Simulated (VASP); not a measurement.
# WC (P6_3/mmc) in VASP: a series of runs

The runs below take WC through single point, with PBE.

Everything below comes from runs of VASP 6.6.1. Logs are shortened: lines on timing, memory, paths and dates and some standing lists are left out, and cuts for length are marked.

**1. The cell of the first run**

Symmetry: P6_3/mmc, No. 194, hexagonal system. Conventional cell: a = 2.973 Å, b = 2.973 Å, c = 11.059 Å, α = 90.00°, β = 90.00°, γ = 120.00°. W (site symmetry 3m) has 6 C at 2.19 to 2.22 Å and 1 W at 2.81 Å within 2.9 Å. Within 2.9 Å of C (site symmetry -3m) lie 6 W at 2.19 Å. C (site symmetry -6m2) has 6 W at 2.22 Å within 2.9 Å.

**2. Single point, PBE**

The input, INCAR:

```
SYSTEM = WC
PREC = Accurate
ENCUT = 520
EDIFF = 1E-6
ISMEAR = 0
SIGMA = 0.1
LREAL = .False.
LASPH = .True.
NELM = 60
ALGO = Normal
ISIF = 2
LWAVE = .False.
LCHARG = .False.
GGA = PE
NBANDS = 46
```

The input, KPOINTS:

```
regular mesh
0
Gamma
  6 6 2
  0 0 0
```

The input, POSCAR:

```
WC
1.0
    2.9725945649      0.0000000000      0.0000000000
   -1.4862972824      2.5743424083      0.0000000000
    0.0000000000      0.0000000000     11.0586255336
W C
4 4
Direct
    0.6666666667      0.3333333333      0.8770968800
    0.3333333333      0.6666666667      0.1229031200
    0.3333333333      0.6666666667      0.3770968800
    0.6666666667      0.3333333333      0.6229031200
    0.0000000000      0.0000000000      0.0000000000
    0.0000000000      0.0000000000      0.5000000000
    0.6666666667      0.3333333333      0.2500000000
    0.3333333333      0.6666666667      0.7500000000
```

Potentials or basis: VASP PAW PBE potentials, release 64 (W_sv, C).

Command:

```bash
$ cat potpaw_PBE.64/W_sv/POTCAR potpaw_PBE.64/C/POTCAR > POTCAR
$ mpirun -np 1 vasp_std > vasp.out
```

OUTCAR:

```text
SYSTEM = WC
   PREC = Accurate
   ENCUT = 520
   EDIFF = 1E-6
   ISMEAR = 0
   LREAL = .False.
   LASPH = .True.
   NELM = 60
   ISIF = 2
   GGA = PE

 ion  position               nearest neighbor table
   1  0.667  0.333  0.877-   5 2.19   5 2.19   5 2.19   8 2.22   8 2.22   8 2.22   4 2.81   2 3.21
                             2 3.21   2 3.21
   2  0.333  0.667  0.123-   5 2.19   5 2.19   5 2.19   7 2.22   7 2.22   7 2.22   3 2.81   1 3.21
                             1 3.21   1 3.21
   3  0.333  0.667  0.377-   6 2.19   6 2.19   6 2.19   7 2.22   7 2.22   7 2.22   2 2.81   4 3.21
                             4 3.21   4 3.21
   4  0.667  0.333  0.623-   6 2.19   6 2.19   6 2.19   8 2.22   8 2.22   8 2.22   1 2.81   3 3.21
                             3 3.21   3 3.21
   5  0.000  0.000  0.000-   1 2.19   2 2.19   2 2.19   1 2.19   1 2.19   2 2.19
   6  0.000  0.000  0.500-   3 2.19   4 2.19   3 2.19   4 2.19   4 2.19   3 2.19
   7  0.667  0.333  0.250-   2 2.22   3 2.22   2 2.22   3 2.22   2 2.22   3 2.22
   8  0.333  0.667  0.750-   1 2.22   4 2.22   1 2.22   4 2.22   1 2.22   4 2.22

  LATTYP: Found a hexagonal cell.
 ALAT       =     2.9725945649
 C/A-ratio  =     3.7201930139

  Lattice vectors:

 A1 = (   2.9725945649,   0.0000000000,   0.0000000000)
 A2 = (  -1.4862972824,   2.5743424083,   0.0000000000)
 A3 = (   0.0000000000,   0.0000000000,  11.0586255336)

Analysis of symmetry for initial positions (statically):
=====================================================================
 Subroutine PRICEL returns:
 Original cell was already a primitive cell.

 Routine SETGRP: Setting up the symmetry group for a
 hexagonal supercell.

 Subroutine GETGRP returns: Found 24 space group operations
 (whereof 12 operations were pure point group operations)
 out of a pool of 24 trial point group operations.

The static configuration has the point symmetry D_3d.
 The point group associated with its full space group is D_6h.

Analysis of symmetry for dynamics (positions and initial velocities):
=====================================================================
 Subroutine PRICEL returns:
 Original cell was already a primitive cell.

 Routine SETGRP: Setting up the symmetry group for a
 hexagonal supercell.

 Subroutine GETGRP returns: Found 24 space group operations
 (whereof 12 operations were pure point group operations)
 out of a pool of 24 trial point group operations.

The dynamic configuration has the point symmetry D_3d.
 The point group associated with its full space group is D_6h.

 Subroutine INISYM returns: Found 24 space group operations
 (whereof 12 operations are pure point group operations),
 and found     1 'primitive' translations

----------------------------------------------------------------------------------------

                                     Primitive cell

  volume of cell :      84.6259

  direct lattice vectors                    reciprocal lattice vectors
     2.972594565  0.000000000  0.000000000     0.336406455  0.194224357  0.000000000
    -1.486297282  2.574342408  0.000000000     0.000000000  0.388448715  0.000000000
     0.000000000  0.000000000 11.058625534     0.000000000  0.000000000  0.090427151

  length of vectors
     2.972594565  2.972594565 11.058625534     0.388448715  0.388448715  0.090427151

  position of ions in fractional coordinates (direct lattice)
     0.666666667  0.333333333  0.877096880
     0.333333333  0.666666667  0.122903120
     0.333333333  0.666666667  0.377096880
     0.666666667  0.333333333  0.622903120
     0.000000000  0.000000000  0.000000000
     0.000000000  0.000000000  0.500000000
     0.666666667  0.333333333  0.250000000
     0.333333333  0.666666667  0.750000000

  ion indices of the primitive-cell ions
   primitive index   ion index
                 1           1
                 2           2
                 3           3
                 4           4
                 5           5
                 6           6
                 7           7
                 8           8

----------------------------------------------------------------------------------------

 KPOINTS: regular mesh

Automatic generation of k-mesh.
 Grid dimensions read from file:
 generate k-points for:    6    6    2

 Generating k-lattice:

  Cartesian coordinates                     Fractional coordinates (reciprocal lattice)
     0.056067743  0.032370726  0.000000000     0.166666667 -0.000000000  0.000000000
     0.000000000  0.064741452  0.000000000     0.000000000  0.166666667  0.000000000
     0.000000000  0.000000000  0.045213575     0.000000000  0.000000000  0.500000000

  Length of vectors
     0.064741452  0.064741452  0.045213575

  Shift w.r.t. Gamma in fractional coordinates (k-lattice)
     0.000000000  0.000000000  0.000000000

 Subroutine IBZKPT returns following result:
 ===========================================

 Found     14 irreducible k-points:

 Following reciprocal coordinates:
            Coordinates               Weight
  0.000000  0.000000  0.000000      1.000000
  0.166667  0.000000  0.000000      6.000000
  0.333333  0.000000  0.000000      6.000000
  0.500000  0.000000  0.000000      3.000000
  0.166667  0.166667  0.000000      6.000000
  0.333333  0.166667  0.000000     12.000000
  0.333333  0.333333  0.000000      2.000000
  0.000000  0.000000  0.500000      1.000000
  0.166667  0.000000  0.500000      6.000000
  0.333333  0.000000  0.500000      6.000000
  0.500000  0.000000  0.500000      3.000000
  0.166667  0.166667  0.500000      6.000000
  0.333333  0.166667  0.500000     12.000000
  0.333333  0.333333  0.500000      2.000000
   k-points           NKPTS =     14   k-points in BZ     NKDIM =     14   number of bands    NBANDS=     46
   number of dos      NEDOS =    301   number of ions     NIONS =      8
   total plane-waves  NPLWV =  48384
   dimension x,y,z NGX =    24 NGY =   24 NGZ =   84
   dimension x,y,z NGXF=    48 NGYF=   48 NGZF=  168
   ions per type =               4   4
   NGX,Y,Z   is equivalent  to a cutoff of  13.42, 13.42, 12.63 a.u.
   NGXF,Y,Z  is equivalent  to a cutoff of  26.84, 26.84, 25.26 a.u.
 SYSTEM =  WC
   PREC   = accura    normal or accurate (medium, high low for compatibility)
   ISTART =      0    job   : 0-new  1-cont  2-samecut
   ICHARG =      2    charge: 1-file 2-atom 10-const
   ISPIN  =      1    spin polarized calculation?
   LNONCOLLINEAR =      F non collinear calculations
   LSORBIT =      F    spin-orbit coupling
   LASPH  =      T    aspherical Exc in radial PAW
   ENCUT  =  520.0 eV  38.22 Ry    6.18 a.u.   5.53  5.53 20.56*2*pi/ulx,y,z
   NELM   =     60;   NELMIN=  2; NELMDL= -5     # of ELM steps
   EDIFF  = 0.1E-05   stopping-criterion for ELM
   LREAL  =      F    real-space projection
   EDIFFG = 0.1E-04   stopping-criterion for IOM
   NSW    =      0    number of steps for IOM
   IBRION =     -1    ionic relax: 0-MD 1-quasi-New 2-CG
   NFREE  =      0    steps in history (QN), initial steepest desc. (CG)
   ISIF   =      2    stress and relaxation
   ISYM   =      2    0-nonsym 1-usesym 2-fastsym
   POTIM  = 0.5000    time-step for ionic-motion
   TEBEG  =    0.0;   TEEND  =   0.0 temperature during run
   PSTRESS=    0.0 pullay stress
   NELECT =      72.0000    total number of electrons
   NUPDOWN=      -1.0000    fix difference up-down
   EMIN   =  10.00;   EMAX   =-10.00  energy-range for DOS
   EFERMI =   0.00;   METHOD = LEGACY
   ISMEAR =     0;   SIGMA  =   0.10  broadening in eV -4-tet -1-fermi 0-gaus
   EFERMI_NEDOS =   21; number of points for ismear=-14 and -15
   IALGO  =     38    algorithm
   IMIX   =      4    mixing-type and parameters
     AMIX     =   0.40;   BMIX     =  1.00
     AMIX_MAG =   1.60;   BMIX_MAG =  1.00
  volume/ion in A,a.u.               =      10.58        71.39
  Fermi-wavevector in a.u.,A,eV,Ry     =   1.551260  2.931456 32.741166  2.406408
  Thomas-Fermi vector in A             =   2.655805
   LORBIT       =      0    0 simple, 1 ext, 2 COOP (PROOUT), +10 PAW based schemes
   GGA     = PE    functional components
   LHFCALC =     F    Hartree Fock is set to
   AEXX    =    0.0000 exact exchange contribution
   IVDW    =     0    specifies the selected vdW correction
   LEPSILON=     F    determine dielectric tensor
   LRPA    =     F    only Hartree local field effects (RPA)
 non-spin polarized calculation
 Gauss-broadening in eV      SIGMA  =   0.10
  energy-cutoff  :      520.00
  volume of cell :       84.63
 maximum number of plane-waves:      2333
 NGX is ok and might be reduce to    24
   NGX = 11   NGY = 11   NGZ = 41

 number of electron      72.0000002 magnetization

 Free energy of the ion-electron system (eV)
  ---------------------------------------------------
  ext. energy  EPLUGINS =         0.00000000
  ---------------------------------------------------
  free energy    TOTEN  =       -87.18594990 eV

  energy without entropy =      -87.16691604  energy(sigma->0) =      -87.17643297

 E-fermi :  11.7226     XC(G=0): -13.6880

 val. band max:       11.7038780108   @ k =   0.0000   0.0000   0.0000
 cond. band min:      11.7262662137   @ k =   0.1667   0.0000   0.5000
 fundamental gap:      0.0223882029
 Fermi energy:        11.7225865030

 k-point     1 :       0.0000    0.0000    0.0000
  band No.  band energies     occupation
      1     -63.0825      2.00000
      2     -63.0711      2.00000
      3     -63.0603      2.00000
      4     -63.0489      2.00000
      5     -27.6733      2.00000
      6     -27.4447      2.00000
[... 38 lines left out ...]
     45      12.8067      0.00000
     46      14.5535      0.00000

 k-point     2 :       0.1667    0.0000    0.0000
  band No.  band energies     occupation
      1     -63.0710      2.00000
      2     -63.0609      2.00000
      3     -63.0490      2.00000
      4     -63.0388      2.00000
      5     -27.6297      2.00000
      6     -27.4319      2.00000
[... 580 lines left out ...]
 k-point    14 :       0.3333    0.3333    0.5000
  band No.  band energies     occupation
      1     -63.0279      2.00000
      2     -63.0279      2.00000
      3     -63.0063      2.00000
      4     -63.0063      2.00000
      5     -27.5268      2.00000
      6     -27.5268      2.00000
[... 38 lines left out ...]
     45      16.7104      0.00000
     46      16.7104      0.00000

------------------------ aborting loop because EDIFF is reached ----------------------------------------

  FORCE on cell =-STRESS in cart. coord.  units (eV):
  Direction    XX          YY          ZZ          XY          YZ          ZX
  --------------------------------------------------------------------------------------
  -------------------------------------------------------------------------------------
  Total        0.4157734      0.4157734      0.3709894      0.0000000      0.0000000      0.0000000
  in kB        7.8716206      7.8716206      7.0237478      0.0000000      0.0000000      0.0000000
  external PRESSURE =       7.5889963 kB  Pullay stress =       0.0000000 kB

 VOLUME and BASIS-vectors are now :
 -----------------------------------------------------------------------------
  energy-cutoff  :      520.00
  volume of cell :       84.63
      direct lattice vectors                 reciprocal lattice vectors
     2.972594565  0.000000000  0.000000000     0.336406455  0.194224357  0.000000000
    -1.486297282  2.574342408  0.000000000     0.000000000  0.388448715  0.000000000
     0.000000000  0.000000000 11.058625534     0.000000000  0.000000000  0.090427151

 POSITION                                       TOTAL-FORCE (eV/Angst)
 -----------------------------------------------------------------------------------
      1.48630      0.85811      9.69949        -0.000000     -0.000000     -0.031091
     -0.00000      1.71623      1.35914         0.000000      0.000000      0.031091
     -0.00000      1.71623      4.17017        -0.000000     -0.000000     -0.031091
      1.48630      0.85811      6.88845         0.000000      0.000000      0.031091
      0.00000      0.00000      0.00000         0.000000     -0.000000      0.000000
      0.00000      0.00000      5.52931         0.000000     -0.000000      0.000000
      1.48630      0.85811      2.76466        -0.000000      0.000000      0.000000
     -0.00000      1.71623      8.29397         0.000000     -0.000000      0.000000
 -----------------------------------------------------------------------------------
    total drift:                               -0.000000      0.000000     -0.000000

  FREE ENERGIE OF THE ION-ELECTRON SYSTEM (eV)
  ---------------------------------------------------
  free  energy   TOTEN  =       -87.1859499047 eV

  energy  without entropy=      -87.1669160409  energy(sigma->0) =      -87.17643297
```

Wall time 38 s (1 thread of AMD EPYC 9R45 (Zen 5), shared host); peak memory 0.19 GiB.

Results:

```yaml
Free_energy: -87.1859 eV
Pressure: 0.8 GPa
Largest_force: 0.031 eV/Å
Band_gap_on_the_k_mesh: zero (band 36 reaches 12.25 eV, above the bottom of band 37 at 10.94 eV)
```

Forces in eV/Å, atoms in the order of the input:
```
W    0.000  0.000 -0.031
W    0.000  0.000  0.031
W    0.000  0.000 -0.031
W    0.000  0.000  0.031
C    0.000  0.000  0.000
C    0.000  0.000  0.000
C    0.000  0.000  0.000
C    0.000  0.000  0.000
```

Stress tensor (GPa, compression positive):
```
0.79 0.00 0.00
0.00 0.79 0.00
0.00 0.00 0.70
```

Caveat: the k points lie up to 0.41 Å⁻¹ apart; spin-orbit coupling is left out, which moves the levels of the heavy elements.

(Continued in part 2 of 2.)
